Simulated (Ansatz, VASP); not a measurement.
# AgCl: VASP beside Ansatz

```
Ag Cl
1.0
    -0.08319    2.73155    2.73155
     2.73155   -0.08319    2.73155
     2.73155    2.73155   -0.08319
Ag Cl
1 1
Direct
  0.50000 0.50000 0.50000
  0.00000 0.00000 0.00000
```

Change from the starting cell: equal xy, yz and zx shear strains of -3 %, crystal datasets.

Alike in both runs: task electric field gradients; functional LDA; k mesh 8 × 8 × 8; occupations fermi-dirac, width 0.02 eV; no spin polarisation.

|  | VASP | Ansatz |
| --- | --- | --- |
| version | VASP 6.6.1 | Ansatz 0.2.0 |
| potentials or method | VASP PAW LDA potentials, release 64 (Ag, Cl), cutoff 520 eV | all-electron PAW with datasets made for the crystal, scalar-relativistic |

|  | VASP | Ansatz | Ansatz less VASP |
| --- | --- | --- | --- |
| pressure (GPa) | -5.6 | -5.6 | +0.02 |
| traceless stress, the component that is largest in VASP (GPa) | 0.25 | 0.25 | 0.000 |
| size of Vzz on the site where it differs most (V/Å²) | 6.7 | 6.4 | -0.31 |

LDA's correlation is that of Perdew and Zunger in VASP and of Perdew and Wang (1992) in Ansatz. Ansatz ran all-electron here, and VASP with PAW potentials.
